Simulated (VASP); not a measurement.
**ScCo: single point with LDA**

ScCo:

```xyz
2
Lattice="3.1450 0.0000 0.0000 0.0000 3.1450 0.0000 0.0000 0.0000 3.1450" Properties=species:S:1:pos:R:3 pbc="T T T"
Co    0.0000    0.0000    0.0000
Sc    1.5725    1.5725    1.5725
```

```json
{"Program": "VASP 6.6.1", "Task": "single point", "Functional": "LDA", "Potentials or basis": "VASP PAW LDA potentials, release 64 (Co, Sc_sv)", "Cutoff": "520 eV", "k mesh": "10 × 10 × 10", "Occupations": "fermi-dirac, width 0.1 eV", "Spin": "collinear spin, ferromagnetic start", "Starting moments": "[0.67, 0.0] μB", "Fixed moment": "0.67 μB", "Dipole correction": "no", "Further INCAR settings": "ALGO = Normal; EDIFF = 1e-06; NBANDS = 21"}
```

```
Pressure                                              : -10.3 GPa
Net moment                                            : 0.67 μB per cell
Site moments                                          : Co +0.72; Sc -0.06 μB
Valence electrons inside the program's atomic spheres : Co 8.19; Sc 9.59
```

It took 72 s on 1 thread of Intel Xeon 8259CL (shared host), peak memory 0.18 GiB.

Caveat: the cell stands under tension; the total moment is fixed, so each spin has its own Fermi level.
